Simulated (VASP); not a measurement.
# Se (Imma) in VASP: single point with PBE

Aim: the single point of Se with PBE.

All numbers are computed with VASP 6.6.1; they aren't measurements. Logs are shortened: lines on timing, memory, paths and dates and some standing lists are left out, and cuts for length are marked.

## (1) The cell of the first run

The structure is orthorhombic, space group Imma (No. 74). Conventional cell: a = 4.420 Å, b = 4.420 Å, c = 6.251 Å, α = 90.00°, β = 90.00°, γ = 90.00°. Within 3.4 Å of Se (site symmetry mm2) lie 4 Se at 2.60 to 2.83 Å.

## (2) Single point, PBE

Input file INCAR:

```
SYSTEM = Se
ALGO = Normal ; EDIFF = 1E-6
ENCUT = 520 ; GGA = PE
ISIF = 2 ; ISMEAR = 0
LASPH = .TRUE. ; LCHARG = .FALSE.
LREAL = .FALSE. ; LWAVE = .FALSE.
NBANDS = 13 ; NELM = 80
PREC = Accurate ; SIGMA = 0.1
```

Input file KPOINTS:

```
k-points
0
G
  6 6 6
  0 0 0
```

Input file POSCAR:

```
Se
1.0
    0.0000000000      3.1255665700      3.1255665700
    3.1255665700      0.0000000000      3.1255665700
    3.1255665700      3.1255665700      0.0000000000
Se
2
Direct
    0.5000000000      0.5000000000      0.5000000000
    0.7180058006      0.7819941994      0.7819941994
```

Potentials or basis: VASP PAW PBE potentials, release 64 (Se).

On the command line:

```bash
cat potpaw_PBE.64/Se/POTCAR > POTCAR
mpirun -np 1 vasp_std > vasp.out
```

OUTCAR:

```text
SYSTEM = Se
   EDIFF = 1E-6
   ENCUT = 520
   GGA = PE
   ISIF = 2
   ISMEAR = 0
   LASPH = .TRUE.
   LREAL = .FALSE.
   NELM = 80
   PREC = Accurate

 ion  position               nearest neighbor table
   1  0.500  0.500  0.500-   2 2.60   2 2.60
   2  0.718  0.782  0.782-   1 2.60   1 2.60

  LATTYP: Found a face centered cubic cell.
 ALAT       =     6.2511331400

  Lattice vectors:

 A1 = (   0.0000000000,   3.1255665700,   3.1255665700)
 A2 = (   3.1255665700,   0.0000000000,   3.1255665700)
 A3 = (   3.1255665700,   3.1255665700,   0.0000000000)

Analysis of symmetry for initial positions (statically):
=====================================================================
 Subroutine PRICEL returns:
 Original cell was already a primitive cell.

 Routine SETGRP: Setting up the symmetry group for a
 face centered cubic supercell.

 Subroutine GETGRP returns: Found  8 space group operations
 (whereof  4 operations were pure point group operations)
 out of a pool of 48 trial point group operations.

The static configuration has the point symmetry C_2v.
 The point group associated with its full space group is D_2h.

Analysis of symmetry for dynamics (positions and initial velocities):
=====================================================================
 Subroutine PRICEL returns:
 Original cell was already a primitive cell.

 Routine SETGRP: Setting up the symmetry group for a
 face centered cubic supercell.

 Subroutine GETGRP returns: Found  8 space group operations
 (whereof  4 operations were pure point group operations)
 out of a pool of 48 trial point group operations.

The dynamic configuration has the point symmetry C_2v.
 The point group associated with its full space group is D_2h.

 Subroutine INISYM returns: Found  8 space group operations
 (whereof  4 operations are pure point group operations),
 and found     1 'primitive' translations

----------------------------------------------------------------------------------------

                                     Primitive cell

  volume of cell :      61.0684

  direct lattice vectors                    reciprocal lattice vectors
     0.000000000  3.125566570  3.125566570    -0.159970997  0.159970997  0.159970997
     3.125566570  0.000000000  3.125566570     0.159970997 -0.159970997  0.159970997
     3.125566570  3.125566570  0.000000000     0.159970997  0.159970997 -0.159970997

  length of vectors
     4.420218633  4.420218633  4.420218633     0.277077894  0.277077894  0.277077894

  position of ions in fractional coordinates (direct lattice)
     0.500000000  0.500000000  0.500000000
     0.718005801  0.781994199  0.781994199

  ion indices of the primitive-cell ions
   primitive index   ion index
                 1           1
                 2           2

----------------------------------------------------------------------------------------

 KPOINTS: k-points

Automatic generation of k-mesh.
 Grid dimensions read from file:
 generate k-points for:    6    6    6

 Generating k-lattice:

  Cartesian coordinates                     Fractional coordinates (reciprocal lattice)
    -0.026661833  0.026661833  0.026661833     0.166666667  0.000000000  0.000000000
     0.026661833 -0.026661833  0.026661833     0.000000000  0.166666667  0.000000000
     0.026661833  0.026661833 -0.026661833     0.000000000  0.000000000  0.166666667

  Length of vectors
     0.046179649  0.046179649  0.046179649

  Shift w.r.t. Gamma in fractional coordinates (k-lattice)
     0.000000000  0.000000000  0.000000000

 Subroutine IBZKPT returns following result:
 ===========================================

 Found     46 irreducible k-points:

 Following reciprocal coordinates:
            Coordinates               Weight
  0.000000  0.000000  0.000000      1.000000
  0.166667  0.000000  0.000000      4.000000
  0.000000  0.166667  0.000000      4.000000
  0.333333  0.000000  0.000000      4.000000
  0.000000  0.333333  0.000000      4.000000
  0.500000  0.000000  0.000000      2.000000
[... 16 lines left out ...]
  0.000000 -0.166667  0.166667      2.000000
 -0.333333 -0.166667 -0.166667      2.000000
 [... further k-points ...]
   k-points           NKPTS =     46   k-points in BZ     NKDIM =     46   number of bands    NBANDS=     13
   number of dos      NEDOS =    301   number of ions     NIONS =      2
   total plane-waves  NPLWV =  46656
   dimension x,y,z NGX =    36 NGY =   36 NGZ =   36
   dimension x,y,z NGXF=    72 NGYF=   72 NGZF=   72
   ions per type =               2
   NGX,Y,Z   is equivalent  to a cutoff of  13.54, 13.54, 13.54 a.u.
   NGXF,Y,Z  is equivalent  to a cutoff of  27.08, 27.08, 27.08 a.u.
 SYSTEM =  Se
   PREC   = accura    normal or accurate (medium, high low for compatibility)
   ISTART =      0    job   : 0-new  1-cont  2-samecut
   ICHARG =      2    charge: 1-file 2-atom 10-const
   ISPIN  =      1    spin polarized calculation?
   LNONCOLLINEAR =      F non collinear calculations
   LSORBIT =      F    spin-orbit coupling
   LASPH  =      T    aspherical Exc in radial PAW
   ENCUT  =  520.0 eV  38.22 Ry    6.18 a.u.   8.22  8.22  8.22*2*pi/ulx,y,z
   NELM   =     80;   NELMIN=  2; NELMDL= -5     # of ELM steps
   EDIFF  = 0.1E-05   stopping-criterion for ELM
   LREAL  =      F    real-space projection
   EDIFFG = 0.1E-04   stopping-criterion for IOM
   NSW    =      0    number of steps for IOM
   IBRION =     -1    ionic relax: 0-MD 1-quasi-New 2-CG
   NFREE  =      0    steps in history (QN), initial steepest desc. (CG)
   ISIF   =      2    stress and relaxation
   ISYM   =      2    0-nonsym 1-usesym 2-fastsym
   POTIM  = 0.5000    time-step for ionic-motion
   TEBEG  =    0.0;   TEEND  =   0.0 temperature during run
   PSTRESS=    0.0 pullay stress
   NELECT =      12.0000    total number of electrons
   NUPDOWN=      -1.0000    fix difference up-down
   EMIN   =  10.00;   EMAX   =-10.00  energy-range for DOS
   EFERMI =   0.00;   METHOD = LEGACY
   ISMEAR =     0;   SIGMA  =   0.10  broadening in eV -4-tet -1-fermi 0-gaus
   EFERMI_NEDOS =   21; number of points for ismear=-14 and -15
   IALGO  =     38    algorithm
   IMIX   =      4    mixing-type and parameters
     AMIX     =   0.40;   BMIX     =  1.00
     AMIX_MAG =   1.60;   BMIX_MAG =  1.00
  volume/ion in A,a.u.               =      30.53       206.05
  Fermi-wavevector in a.u.,A,eV,Ry     =   0.951765  1.798575 12.324933  0.905857
  Thomas-Fermi vector in A             =   2.080266
   LORBIT       =      0    0 simple, 1 ext, 2 COOP (PROOUT), +10 PAW based schemes
   GGA     = PE    functional components
   LHFCALC =     F    Hartree Fock is set to
   AEXX    =    0.0000 exact exchange contribution
   IVDW    =     0    specifies the selected vdW correction
   LEPSILON=     F    determine dielectric tensor
   LRPA    =     F    only Hartree local field effects (RPA)
 non-spin polarized calculation
 Gauss-broadening in eV      SIGMA  =   0.10
  energy-cutoff  :      520.00
  volume of cell :       61.07
 maximum number of plane-waves:      1676
 NGX is ok and might be reduce to    36
   NGX = 17   NGY = 17   NGZ = 17

 number of electron      12.0000000 magnetization

 Free energy of the ion-electron system (eV)
  ---------------------------------------------------
  ext. energy  EPLUGINS =         0.00000000
  ---------------------------------------------------
  free energy    TOTEN  =        -6.13542553 eV

  energy without entropy =       -6.12550544  energy(sigma->0) =       -6.13046549

 E-fermi :   2.1942     XC(G=0):  -8.2955

 val. band max:        2.1920296287   @ k =   0.1667   0.0000  -0.3333
 cond. band min:       2.2019883695   @ k =   0.0000  -0.3333   0.3333
 fundamental gap:      0.0099587408
 Fermi energy:         2.1942315761

 k-point     1 :       0.0000    0.0000    0.0000
  band No.  band energies     occupation
      1     -13.1983      2.00000
      2      -7.7620      2.00000
      3      -2.0420      2.00000
      4      -1.0644      2.00000
      5      -0.3272      2.00000
      6       0.9495      2.00000
      7       1.4381      2.00000
      8       2.2377      0.53855
      9       6.7249      0.00000
     10       9.9495      0.00000
     11      10.1064      0.00000
     12      11.3413      0.00000
     13      11.9437      0.00000

 k-point     2 :       0.1667    0.0000    0.0000
  band No.  band energies     occupation
      1     -13.0388      2.00000
      2      -8.1334      2.00000
      3      -2.1909      2.00000
      4      -1.2980      2.00000
      5      -0.7954      2.00000
      6       1.3916      2.00000
      7       1.9104      1.99994
      8       2.5322      0.00000
      9       7.5585      0.00000
     10       9.4966      0.00000
     11       9.7124      0.00000
     12      11.0060      0.00000
     13      13.1822      0.00000

 k-point     3 :       0.0000    0.1667    0.0000
  band No.  band energies     occupation
      1     -12.9910      2.00000
      2      -8.3355      2.00000
      3      -1.9563      2.00000
      4      -1.2536      2.00000
      5      -0.7066      2.00000
      6       1.4055      2.00000
      7       1.8175      2.00000
      8       2.5671      0.00000
      9       7.5187      0.00000
     10       9.3630      0.00000
     11       9.4564      0.00000
     12      11.5994      0.00000
     13      12.8867      0.00000
[... 305 lines left out ...]
 k-point    23 :       0.0000   -0.1667    0.1667
  band No.  band energies     occupation
      1     -12.6230      2.00000
      2      -9.1570      2.00000
      3      -2.2486      2.00000
      4      -1.1702      2.00000
      5      -0.8447      2.00000
      6       1.5799      2.00000
      7       2.6450      0.00000
      8       3.0810      0.00000
      9       8.2889      0.00000
     10       8.7582      0.00000
     11       9.1538      0.00000
     12      12.7156      0.00000
     13      12.8058      0.00000

 k-point    24 :      -0.3333   -0.1667   -0.1667
  band No.  band energies     occupation
      1     -12.8100      2.00000
      2      -8.5780      2.00000
      3      -2.2914      2.00000
      4      -2.1512      2.00000
      5      -0.5759      2.00000
      6       1.5147      2.00000
      7       2.6605      0.00000
      8       2.7963      0.00000
      9       8.6436      0.00000
     10       8.7929      0.00000
     11       9.9822      0.00000
     12      12.0766      0.00000
     13      13.2851      0.00000

 [... further k-points ...]
[... 5 lines left out ...]
  --------------------------------------------------------------------------------------
  -------------------------------------------------------------------------------------
  Total        0.7681715      0.4742933      0.4742933      0.0000000      1.6057337      0.0000000
  in kB       20.1535935     12.4434656     12.4434656      0.0000000     42.1277086      0.0000000
  external PRESSURE =      15.0135082 kB  Pullay stress =       0.0000000 kB

 VOLUME and BASIS-vectors are now :
 -----------------------------------------------------------------------------
  energy-cutoff  :      520.00
  volume of cell :       61.07
      direct lattice vectors                 reciprocal lattice vectors
     0.000000000  3.125566570  3.125566570    -0.159970997  0.159970997  0.159970997
     3.125566570  0.000000000  3.125566570     0.159970997 -0.159970997  0.159970997
     3.125566570  3.125566570  0.000000000     0.159970997  0.159970997 -0.159970997

 POSITION                                       TOTAL-FORCE (eV/Angst)
 -----------------------------------------------------------------------------------
      3.12557      3.12557      3.12557        -1.233189      0.000000      0.000000
      4.88835      4.68835      4.68835         1.233189      0.000000      0.000000
 -----------------------------------------------------------------------------------
    total drift:                                0.000000     -0.000000     -0.000000

  FREE ENERGIE OF THE ION-ELECTRON SYSTEM (eV)
  ---------------------------------------------------
  free  energy   TOTEN  =        -6.1354255349 eV

  energy  without entropy=       -6.1255054385  energy(sigma->0) =       -6.13046549
```

Run time: 27 s. Hardware: 1 thread of AMD EPYC 9R14 (Zen 4), shared host; peak memory 0.18 GiB.

What came out:

| Property | Result |
| --- | --- |
| Free energy | -6.1354 eV |
| Pressure | 1.5 GPa |
| Largest force | 1.233 eV/Å |
| Band gap on the k mesh | zero (band 6 reaches 2.42 eV, above the bottom of band 7 at 1.44 eV) |

Forces on the atoms (eV/Å):
```
Se  -1.233  0.000  0.000
Se   1.233  0.000  0.000
```

Levels at points of the mesh, in eV from the Fermi level:
```
           k point  band 3  band 4  band 5  band 6  band 7  band 8  band 9  band 10
(0.00, 0.00, 0.00)   -4.24   -3.26   -2.52   -1.24   -0.76    0.04    4.53     7.76
(0.50, 0.00, 0.00)   -4.75   -4.20   -3.64   -0.26    1.06    1.75    6.92     7.64
(0.00, 0.50, 0.00)   -4.38   -3.87   -3.52   -0.06    1.16    2.16    6.52     7.14
(0.50, 0.50, 0.00)   -4.83   -4.83   -1.86   -1.86    2.46    2.46    6.39     6.39
(0.00, 0.50, 0.50)   -5.36   -4.52   -2.38   -1.26    2.12    2.84    5.78     7.15
```

Caveat: forces of over 1 eV/Å act on the atoms, so gaps and moduli don't describe the material at rest.
